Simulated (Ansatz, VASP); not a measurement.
One calculation of AlFe2, two programs

Contents of INCAR:

```
PREC = Accurate
ENCUT = 520
EDIFF = 1E-6
ISMEAR = 0
SIGMA = 0.1
LREAL = F
LASPH = T
NELM = 150
ALGO = Normal
ISIF = 2
LWAVE = F
LCHARG = F
ISPIN = 2
MAGMOM = 0 0 4 4 4 4
LORBIT = 11
LMAXMIX = 4
GGA = PS
NBANDS = 32
```

Contents of KPOINTS:

```
regular mesh
0
Gamma
  10 10 10
```

File POSCAR:

```
AlFe2
1.0
    0.0000000000      3.1110852564      3.1110852564
    3.1110852564      0.0000000000      3.1110852564
    3.1110852564      3.1110852564      0.0000000000
Al Fe
2 4
Direct
    0.2500000000      0.2500000000      0.2500000000
    0.0000000000      0.0000000000      0.0000000000
    0.6250000000      0.1250000000      0.6250000000
    0.6250000000      0.6250000000      0.1250000000
    0.1250000000      0.6250000000      0.6250000000
    0.6250000000      0.6250000000      0.6250000000
```

Input for Ansatz:

```yaml
crystal:
  lattice:
    - [0.0, 3.1110852564, 3.1110852564]
    - [3.1110852564, 0.0, 3.1110852564]
    - [3.1110852564, 3.1110852564, 0.0]
  atoms:
    - { symbol: Al, position: [0.25, 0.25, 0.25] }
    - { symbol: Al, position: [0.0, 0.0, 0.0] }
    - { symbol: Fe, position: [0.625, 0.125, 0.625], spin: 4.0 }
    - { symbol: Fe, position: [0.625, 0.625, 0.125], spin: 4.0 }
    - { symbol: Fe, position: [0.125, 0.625, 0.625], spin: 4.0 }
    - { symbol: Fe, position: [0.625, 0.625, 0.625], spin: 4.0 }
basis:
  ecutwfc: 420
kpoints:
  mp_grid: { grid: [10, 10, 10] }
hamiltonian:
  xc: pbesol
scf:
  occupations: { method: gaussian, width: 0.1 }
  lower_state_search: "off"
output:
  forces: true
  stress: true
  eigenvalues: true
  populations: true
  write_density: true
  write_potential: true
  elf: true
  volumetric_format: npy
magnetization:
  spin_polarized: true
```

Alike in both runs: task single point; functional PBEsol; k mesh 10 × 10 × 10; occupations gaussian, width 0.1 eV; collinear spin.

|  | VASP | Ansatz |
| --- | --- | --- |
| version | VASP 6.6.1 | Ansatz 0.2.0 |
| potentials or method | VASP PAW PBE potentials, release 64 (Al, Fe), cutoff 520 eV | scalar-relativistic, plane waves, PAW |
| valence electrons in the cell | 38 | 70 |

|  | VASP | Ansatz | Ansatz less VASP |
| --- | --- | --- | --- |
| gap on the k mesh at the Fermi level (eV) | none | none | - |
| net moment per atom (μB) | 0.61 | 0.61 | -0.002 |
| size of the moment on the site where the two differ most (μB) | 0.04 | 0.06 | +0.026 |

VASP's potentials were made for PBE, not for PBEsol. Site moments also hang on the region over which each program counts them. A gap of «none» marks a metal or a gap that the smearing closes. The functional is the same, so the differences come from potentials, cutoffs and numerics. VASP's potentials hold 38 valence electrons a cell and Ansatz's 70, so a difference there can come from the potentials and not from the codes.
